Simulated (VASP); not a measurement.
Write the native input for VASP 6.6.1 that does the following.

```
Task                   : single point
Functional             : PBE
Potentials or basis    : VASP PAW PBE potentials, release 64 (B, C)
Cutoff                 : 600 eV
k mesh                 : 4 × 4 × 4
Occupations            : gaussian, width 0.2 eV
Spin                   : no spin polarisation
Dipole correction      : no
Further INCAR settings : ALGO = Normal; EDIFF = 1e-06; NBANDS = 23
```

The structure of B3C lies in POSCAR:

```
B3C
1.0
    0.0000000000      2.9009295879      2.9009295879
    2.9009295879      0.0000000000      2.9009295879
    2.9009295879      2.9009295879      0.0000000000
B C
6 2
Direct
    0.2500770211      0.7499229789      0.7499229789
    0.7499229789      0.2500770211      0.2500770211
    0.7499229789      0.2500770211      0.7499229789
    0.2500770211      0.7499229789      0.2500770211
    0.7499229789      0.7499229789      0.2500770211
    0.2500770211      0.2500770211      0.7499229789
    0.2500000000      0.2500000000      0.2500000000
    0.7500000000      0.7500000000      0.7500000000
```

One way to write it, as run:

INCAR

```
ALGO = Normal
EDIFF = 1E-6
ENCUT = 600
GGA = PE
GGA_COMPAT = F
ISIF = 2
ISMEAR = 0
LASPH = T
LCHARG = F
LREAL = F
LWAVE = F
NBANDS = 23
NELM = 120
PREC = Accurate
SIGMA = 0.2
```

KPOINTS

```
k-points
0
Gamma
  4 4 4
```

Potentials or basis: VASP PAW PBE potentials, release 64 (B, C).

Command:

```sh
$ cat potpaw_PBE.64/B/POTCAR potpaw_PBE.64/C/POTCAR > POTCAR
$ mpirun -np 1 vasp_std > vasp.out
```

Results of the run:

```
Pressure               : -0.6 GPa
Largest force          : 0.004 eV/Å
Band gap on the k mesh : zero (band 13 reaches 10.67 eV, above the bottom of band 14 at 8.77 eV)
```

Caveat: the k points lie up to 0.47 Å⁻¹ apart.

Wall time 14 s on 1 thread of AMD EPYC 9R45 (Zen 5), on a shared host, peak memory 0.16 GiB.
